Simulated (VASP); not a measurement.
# TlIn in VASP: notebook

The runs below take TlIn through single point, with PBEsol+D3(BJ).

All numbers are computed with VASP 6.6.1; they aren't measurements. Logs are shortened: lines on timing, memory, paths and dates and some standing lists are left out, and cuts for length are marked.

### Step 1. The cell of the first run

The cell holds a slab with vacuum, 4 atoms: a = 3.413 Å, b = 3.413 Å, c = 24.363 Å, α = 90.00°, β = 90.00°, γ = 120.00°.

### Step 2. Single point, PBEsol+D3(BJ)

INCAR

```
PREC = Accurate ; ENCUT = 520
EDIFF = 1E-6 ; ISMEAR = 1
SIGMA = 0.3 ; LREAL = False
LASPH = True ; NELM = 60
ALGO = Normal ; ISIF = 2
LWAVE = False ; LCHARG = False
LDIPOL = True ; IDIPOL = 3
DIPOL = 0.5 0.5 0.500 ; GGA = PS
IVDW = 12 ; NBANDS = 34
EFIELD = -0.2
```

KPOINTS

```
regular mesh
0
Gamma
  6 6 1
```

POSCAR

```
TlIn
1.0
    3.4127900000      0.0000000000      0.0000000000
   -1.7063950000      2.9555640000      0.0000000000
    0.0000000000      0.0000000000     24.3631390000
Tl In
2 2
Direct
    0.3333333333      0.6666666667      0.4427883041
    0.0000000000      0.0000000000      0.6716350877
    0.0000000000      0.0000000000      0.3283649123
    0.6666666667      0.3333333333      0.5572116959
```

Potentials or basis: VASP PAW PBE potentials, release 64 (Tl_d, In_d).

Command:

```
> cat potpaw_PBE.64/Tl_d/POTCAR potpaw_PBE.64/In_d/POTCAR > POTCAR
> mpirun -np 1 vasp_std > vasp.out
```

OUTCAR:

```text
PREC = Accurate
   ENCUT = 520
   EDIFF = 1E-6
   ISMEAR = 1
   LREAL = False
   LASPH = True
   NELM = 60
   ISIF = 2
   GGA = PS
   IVDW = 12
 IVDW          = 12

 ion  position               nearest neighbor table
   1  0.333  0.667  0.443-   3 3.41   4 3.41   3 3.41   4 3.41   4 3.41   3 3.41
   2  0.000  0.000  0.672-   4 3.41   4 3.41   4 3.41
   3  0.000  0.000  0.328-   1 3.41   1 3.41   1 3.41
   4  0.667  0.333  0.557-   2 3.41   1 3.41   2 3.41   1 3.41   1 3.41   2 3.41

  LATTYP: Found a hexagonal cell.
 ALAT       =     3.4127900000
 C/A-ratio  =     7.1387747268

  Lattice vectors:

 A1 = (   3.4127900000,   0.0000000000,   0.0000000000)
 A2 = (  -1.7063950000,   2.9555640000,   0.0000000000)
 A3 = (   0.0000000000,   0.0000000000,  24.3631390000)

Analysis of symmetry for initial positions (statically):
=====================================================================
 Subroutine PRICEL returns:
 Original cell was already a primitive cell.

 Routine SETGRP: Setting up the symmetry group for a
 hexagonal supercell.

 Subroutine GETGRP returns: Found  6 space group operations
 (whereof  6 operations were pure point group operations)
 out of a pool of 24 trial point group operations.

The static configuration has the point symmetry C_3v.

Analysis of symmetry for dynamics (positions and initial velocities):
=====================================================================
 An external electric field (EFIELD) may reduce the allowed symmetry operations
 Subroutine PRICEL returns:
 Original cell was already a primitive cell.

 Routine SETGRP: Setting up the symmetry group for a
 hexagonal supercell.

 Subroutine GETGRP returns: Found  6 space group operations
 (whereof  6 operations were pure point group operations)
 out of a pool of 24 trial point group operations.

The dynamic configuration has the point symmetry C_3v.

 Subroutine INISYM returns: Found  6 space group operations
 (whereof  6 operations are pure point group operations),
 and found     1 'primitive' translations

----------------------------------------------------------------------------------------

                                     Primitive cell

  volume of cell :     245.7441

  direct lattice vectors                    reciprocal lattice vectors
     3.412790000  0.000000000  0.000000000     0.293015392  0.169172449  0.000000000
    -1.706395000  2.955564000  0.000000000     0.000000000  0.338344898  0.000000000
     0.000000000  0.000000000 24.363139000     0.000000000  0.000000000  0.041045614

  length of vectors
     3.412790000  3.412791007 24.363139000     0.338344998  0.338344898  0.041045614

  position of ions in fractional coordinates (direct lattice)
     0.333333333  0.666666667  0.442788304
     0.000000000  0.000000000  0.671635088
     0.000000000  0.000000000  0.328364912
     0.666666667  0.333333333  0.557211696

  ion indices of the primitive-cell ions
   primitive index   ion index
                 1           1
                 2           2
                 3           3
                 4           4

----------------------------------------------------------------------------------------

 KPOINTS: regular mesh

Automatic generation of k-mesh.
 Grid dimensions read from file:
 generate k-points for:    6    6    1

 Generating k-lattice:

  Cartesian coordinates                     Fractional coordinates (reciprocal lattice)
     0.048835899  0.028195408  0.000000000     0.166666667  0.000000000  0.000000000
     0.000000000  0.056390816  0.000000000     0.000000000  0.166666667  0.000000000
     0.000000000  0.000000000  0.041045614     0.000000000  0.000000000  1.000000000

  Length of vectors
     0.056390833  0.056390816  0.041045614

  Shift w.r.t. Gamma in fractional coordinates (k-lattice)
     0.000000000  0.000000000  0.000000000

 Subroutine IBZKPT returns following result:
 ===========================================

 Found      7 irreducible k-points:

 Following reciprocal coordinates:
            Coordinates               Weight
  0.000000  0.000000  0.000000      1.000000
  0.166667 -0.000000  0.000000      6.000000
  0.333333 -0.000000  0.000000      6.000000
  0.500000 -0.000000  0.000000      3.000000
  0.166667  0.166667  0.000000      6.000000
  0.333333  0.166667  0.000000     12.000000
  0.333333  0.333333  0.000000      2.000000
   k-points           NKPTS =      7   k-points in BZ     NKDIM =      7   number of bands    NBANDS=     34
   number of dos      NEDOS =    301   number of ions     NIONS =      4
   total plane-waves  NPLWV = 150528
   dimension x,y,z NGX =    28 NGY =   28 NGZ =  192
   dimension x,y,z NGXF=    56 NGYF=   56 NGZF=  384
   ions per type =               2   2
   NGX,Y,Z   is equivalent  to a cutoff of  13.64, 13.64, 13.10 a.u.
   NGXF,Y,Z  is equivalent  to a cutoff of  27.28, 27.28, 26.20 a.u.
 SYSTEM =  unknown system
   PREC   = accura    normal or accurate (medium, high low for compatibility)
   ISTART =      0    job   : 0-new  1-cont  2-samecut
   ICHARG =      2    charge: 1-file 2-atom 10-const
   ISPIN  =      1    spin polarized calculation?
   LNONCOLLINEAR =      F non collinear calculations
   LSORBIT =      F    spin-orbit coupling
   LASPH  =      T    aspherical Exc in radial PAW
   ENCUT  =  520.0 eV  38.22 Ry    6.18 a.u.   6.35  6.35 45.30*2*pi/ulx,y,z
   NELM   =     60;   NELMIN=  2; NELMDL= -5     # of ELM steps
   EDIFF  = 0.1E-05   stopping-criterion for ELM
   LREAL  =      F    real-space projection
   EDIFFG = 0.1E-04   stopping-criterion for IOM
   NSW    =      0    number of steps for IOM
   IBRION =     -1    ionic relax: 0-MD 1-quasi-New 2-CG
   NFREE  =      0    steps in history (QN), initial steepest desc. (CG)
   ISIF   =      2    stress and relaxation
   ISYM   =      2    0-nonsym 1-usesym 2-fastsym
   POTIM  = 0.5000    time-step for ionic-motion
   TEBEG  =    0.0;   TEEND  =   0.0 temperature during run
   PSTRESS=    0.0 pullay stress
   NELECT =      52.0000    total number of electrons
   NUPDOWN=      -1.0000    fix difference up-down
   EMIN   =  10.00;   EMAX   =-10.00  energy-range for DOS
   EFERMI =   0.00;   METHOD = LEGACY
   ISMEAR =     1;   SIGMA  =   0.30  broadening in eV -4-tet -1-fermi 0-gaus
   EFERMI_NEDOS =   21; number of points for ismear=-14 and -15
   IALGO  =     38    algorithm
   IMIX   =      4    mixing-type and parameters
     AMIX     =   0.40;   BMIX     =  1.00
     AMIX_MAG =   1.60;   BMIX_MAG =  1.00
  volume/ion in A,a.u.               =      61.44       414.59
  Fermi-wavevector in a.u.,A,eV,Ry     =   0.975547  1.843517 12.948556  0.951692
  Thomas-Fermi vector in A             =   2.106095
   LORBIT       =      0    0 simple, 1 ext, 2 COOP (PROOUT), +10 PAW based schemes
   GGA     = PS    functional components
   LHFCALC =     F    Hartree Fock is set to
   AEXX    =    0.0000 exact exchange contribution
   IVDW    =    12    specifies the selected vdW correction
   LEPSILON=     F    determine dielectric tensor
   LRPA    =     F    only Hartree local field effects (RPA)
 non-spin polarized calculation
 Methfessel and Paxton  Order N= 1 SIGMA  =   0.30
  energy-cutoff  :      520.00
  volume of cell :      245.74
 maximum number of plane-waves:      6649
 NGX is ok and might be reduce to    28
   NGX = 13   NGY = 13   NGZ = 91

 number of electron      52.0000004 magnetization

 dipolmoment           0.000000      0.000000     -0.138505 electrons x Angstroem

 Free energy of the ion-electron system (eV)
  ---------------------------------------------------
  ext. energy  EPLUGINS =         0.00000000
  ---------------------------------------------------
  free energy    TOTEN  =       -10.67530929 eV

  energy without entropy =      -10.64468371  energy(sigma->0) =      -10.66510077

 E-fermi :   0.8705     XC(G=0):  -5.2731

 val. band max:        0.8006634796   @ k =   0.3333   0.1667   0.0000
 cond. band min:       0.8797499261   @ k =   0.3333  -0.0000   0.0000
 fundamental gap:      0.0790864465
 Fermi energy:         0.8705120361

 k-point     1 :       0.0000    0.0000    0.0000
  band No.  band energies     occupation
      1     -13.5472      2.00000
      2     -13.4503      2.00000
      3     -13.4503      2.00000
      4     -13.4177      2.00000
      5     -13.3507      2.00000
      6     -13.3507      2.00000
[... 26 lines left out ...]
     33       8.8525      0.00000
     34       9.3498      0.00000

 k-point     2 :       0.1667   -0.0000    0.0000
  band No.  band energies     occupation
      1     -13.5208      2.00000
      2     -13.4519      2.00000
      3     -13.3998      2.00000
      4     -13.3908      2.00000
      5     -13.3826      2.00000
      6     -13.3530      2.00000
[... 26 lines left out ...]
     33       6.9363      0.00000
     34       7.3108      0.00000

 k-point     3 :       0.3333   -0.0000    0.0000
  band No.  band energies     occupation
      1     -13.5481      2.00000
      2     -13.4561      2.00000
      3     -13.4416      2.00000
      4     -13.3803      2.00000
      5     -13.3694      2.00000
      6     -13.3432      2.00000
[... 26 lines left out ...]
     33       6.0375     -0.00000
     34       6.7364     -0.00000

 k-point     4 :       0.5000   -0.0000    0.0000
  band No.  band energies     occupation
      1     -13.5719      2.00000
      2     -13.4915      2.00000
      3     -13.4676      2.00000
      4     -13.3813      2.00000
      5     -13.3775      2.00000
      6     -13.3371      2.00000
[... 26 lines left out ...]
     33       6.0997     -0.00000
     34       6.5609     -0.00000

 k-point     5 :       0.1667    0.1667    0.0000
  band No.  band energies     occupation
      1     -13.4702      2.00000
      2     -13.4682      2.00000
      3     -13.4307      2.00000
      4     -13.3725      2.00000
      5     -13.3707      2.00000
      6     -13.3450      2.00000
[... 26 lines left out ...]
     33       5.5989     -0.00000
     34       5.9013     -0.00000

 k-point     6 :       0.3333    0.1667    0.0000
  band No.  band energies     occupation
      1     -13.4988      2.00000
      2     -13.4722      2.00000
      3     -13.3971      2.00000
      4     -13.3949      2.00000
      5     -13.3680      2.00000
      6     -13.3595      2.00000
[... 26 lines left out ...]
     33       4.6439     -0.00000
     34       5.4827     -0.00000

 k-point     7 :       0.3333    0.3333    0.0000
  band No.  band energies     occupation
      1     -13.4480      2.00000
      2     -13.4443      2.00000
      3     -13.3781      2.00000
      4     -13.3537      2.00000
      5     -13.3505      2.00000
      6     -13.3329      2.00000
[... 26 lines left out ...]
     33       4.6944     -0.00000
     34       5.4975     -0.00000

------------------------ aborting loop because EDIFF is reached ----------------------------------------

 vacuum level on the upper side and lower side of the slab       (xc-potential included)         1.134        -1.293

 Edisp (eV)   -1.06034

 E8    (eV) :    -0.7929

  FORCE on cell =-STRESS in cart. coord.  units (eV):
  Direction    XX          YY          ZZ          XY          YZ          ZX
  --------------------------------------------------------------------------------------
  -------------------------------------------------------------------------------------
  Total      -2.94573    -2.94573    -2.34860     0.00000     0.00000    -0.00000
  in kB     -19.20527   -19.20529   -15.31217     0.00000     0.00000    -0.00000
  external pressure =      -17.91 kB  Pullay stress =        0.00 kB

 VOLUME and BASIS-vectors are now :
 -----------------------------------------------------------------------------
  energy-cutoff  :      520.00
  volume of cell :      245.74
      direct lattice vectors                 reciprocal lattice vectors
     3.412790000  0.000000000  0.000000000     0.293015392  0.169172449  0.000000000
    -1.706395000  2.955564000  0.000000000     0.000000000  0.338344898  0.000000000
     0.000000000  0.000000000 24.363139000     0.000000000  0.000000000  0.041045614

 POSITION                                       TOTAL-FORCE (eV/Angst)
 -----------------------------------------------------------------------------------
     -0.00000      1.97038     10.78771        -0.000000      0.000000      0.123187
      0.00000      0.00000     16.36314        -0.000000     -0.000000     -0.192579
      0.00000      0.00000      8.00000         0.000000     -0.000000      0.247145
      1.70640      0.98519     13.57543        -0.000000     -0.000000     -0.177752
 -----------------------------------------------------------------------------------
    total drift:                                0.000000      0.000000      0.000442

  FREE ENERGIE OF THE ION-ELECTRON SYSTEM (eV)
  ---------------------------------------------------
  free  energy   TOTEN  =       -11.7356490822 eV

  energy  without entropy=      -11.7050235008  energy(sigma->0) =      -11.72544056

 vacuum level on the upper side and lower side of the slab         5.844         3.510
```

It took 94 s on 1 thread of Intel Xeon Platinum 8488C (Sapphire Rapids), shared host; peak memory 0.39 GiB.

Results:

```yaml
Free_energy: -11.7356 eV
Largest_force: 0.247 eV/Å
Band_gap_on_the_k_mesh: zero (band 26 reaches 2.14 eV, above the bottom of band 27 at 0.07 eV)
Dispersion_energy_per_atom: -0.265 eV
```

Forces on the atoms (eV/Å):
```
Tl   0.000  0.000  0.123
Tl   0.000  0.000 -0.193
In   0.000  0.000  0.247
In   0.000  0.000 -0.178
```

Levels at points of the mesh, in eV from the Fermi level:
| k point | band 21 | band 22 | band 23 | band 24 | band 25 | band 26 | band 27 | band 28 | band 29 | band 30 |
| --- | --- | --- | --- | --- | --- | --- | --- | --- | --- | --- |
| (0.00, 0.00, 0.00) | -9.26 | -8.64 | -7.00 | -5.49 | -2.08 | 0.06 | 2.40 | 3.35 | 4.07 | 5.18 |
| (0.50, 0.00, 0.00) | -4.94 | -4.78 | -3.77 | -3.00 | -2.29 | -1.59 | -0.80 | -0.32 | 2.45 | 3.07 |

Caveat: three body term missing; the PAW data sets were made with another functional, which shifts forces and pressure a little; spin-orbit coupling is left out, which moves the levels of the heavy elements.

(Part 1 of 2 ends here.)
